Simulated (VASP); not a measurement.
A run of VASP 6.6.1 is set up as follows.

INCAR

```
PREC     = Accurate       # precision mode
ENCUT    = 520            # plane-wave cutoff, eV
EDIFF    = 1E-6           # SCF threshold, eV
ISMEAR   = 0              # smearing method
SIGMA    = 0.15           # smearing width, eV
LREAL    = False          # projectors in reciprocal space
LASPH    = True           # aspherical terms in the spheres
NELM     = 80             # most SCF steps
ALGO     = Fast           # electronic algorithm
ISIF     = 2              # what is computed and relaxed
LWAVE    = False          # write WAVECAR
LCHARG   = True           # write CHGCAR
GGA      = PS             # functional
LELF     = True           # ELF
LVHAR    = True         
NBANDS   = 10             # bands
```

File KPOINTS:

```
Automatic mesh
0
Gamma
  22 22 22
```

Contents of POSCAR:

```
Re
1.0
    0.0000000000      1.9132403796      2.1045644176
    1.9132403796      0.0000000000      2.1045644176
    1.9132403796      1.9132403796      0.0000000000
Re
1
Direct
    0.0000000000      0.0000000000      0.0000000000
```

Potentials or basis: VASP PAW PBE potentials, release 64 (Re).

Launch:

```console
$ cat potpaw_PBE.64/Re/POTCAR > POTCAR
$ mpirun -np 1 vasp_std > vasp.out
```

**Question.** What does it give for the pressure?

**Answer.** -17.6 GPa.

Stress tensor (GPa, compression positive):
```
 -8.82   0.00   0.00
  0.00  -8.82   0.00
  0.00   0.00 -35.06
```

Caveat: the PAW data sets were made with another functional, which shifts forces and pressure a little.
